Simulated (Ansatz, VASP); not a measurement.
One calculation of TiO2, two programs

File INCAR:

```
PREC = Accurate ; ENCUT = 600
EDIFF = 1E-7 ; ISMEAR = 0
SIGMA = 0.02 ; LREAL = False
LASPH = True ; NELM = 60
ALGO = Normal ; ISIF = 3
LWAVE = False ; LCHARG = False
GGA = PE ; IBRION = 2
NSW = 100 ; EDIFFG = -0.01
```

The input KPOINTS:

```
Automatic mesh
0
Gamma
  6 6 10
```

File POSCAR:

```
TiO2
1.0
    4.6403198788      0.0000000000      0.0000000000
    0.0000000000      4.6403198788      0.0000000000
    0.0000000000      0.0000000000      2.9650163857
Ti O
2 4
Direct
    0.0000000000      0.0000000000      0.0000000000
    0.5000000000      0.5000000000      0.5000000000
    0.3051380117      0.3051380117      0.0000000000
    0.1948619883      0.8051380117      0.5000000000
    0.6948619883      0.6948619883      0.0000000000
    0.8051380117      0.1948619883      0.5000000000
```

Input for Ansatz:

```yaml
crystal:
  lattice:
    - [4.6403198788, 0.0, 0.0]
    - [0.0, 4.6403198788, 0.0]
    - [0.0, 0.0, 2.9650163857]
  atoms:
    - { symbol: Ti, position: [0.0, 0.0, 0.0] }
    - { symbol: Ti, position: [0.5, 0.5, 0.5] }
    - { symbol: O, position: [0.3051380117, 0.3051380117, 0.0] }
    - { symbol: O, position: [0.1948619883, 0.8051380117, 0.5] }
    - { symbol: O, position: [0.6948619883, 0.6948619883, 0.0] }
    - { symbol: O, position: [0.8051380117, 0.1948619883, 0.5] }
basis:
  ecutwfc: 420
kpoints:
  mp_grid: { grid: [6, 6, 10] }
hamiltonian:
  xc: pbe
scf:
  occupations: { method: gaussian, width: 0.02 }
output:
  forces: true
  stress: true
  eigenvalues: true
relax:
  adjacent_minimum: "off"
  f_tol: 0.01
  max_steps: 80
  cell: { stress_tol: 0.05 }
```

Alike in both runs: task relaxation of cell and atoms; functional PBE; k mesh 6 × 6 × 10; occupations gaussian, width 0.02 eV; no spin polarisation.

|  | VASP | Ansatz |
| --- | --- | --- |
| version | VASP 6.6.1 | Ansatz 0.2.0 |
| potentials or method | VASP PAW PBE potentials, release 64 (Ti_sv, O), cutoff 600 eV | scalar-relativistic, plane waves, PAW |
| valence electrons in the cell | 48 | 48 |

Ansatz gave:

```
gap on the k mesh at the Fermi level, each at its own relaxed structure (eV) : 1.86
relaxed volume (Å³/atom)                                                     : 10.65
relaxed cell length with the largest relative difference (Å)                 : 2.964
```

Question: Which values does VASP return?

Answer: gap on the k mesh at the Fermi level, each at its own relaxed structure (eV): 1.83; relaxed volume (Å³/atom): 10.67; relaxed cell length with the largest relative difference (Å): 2.968.
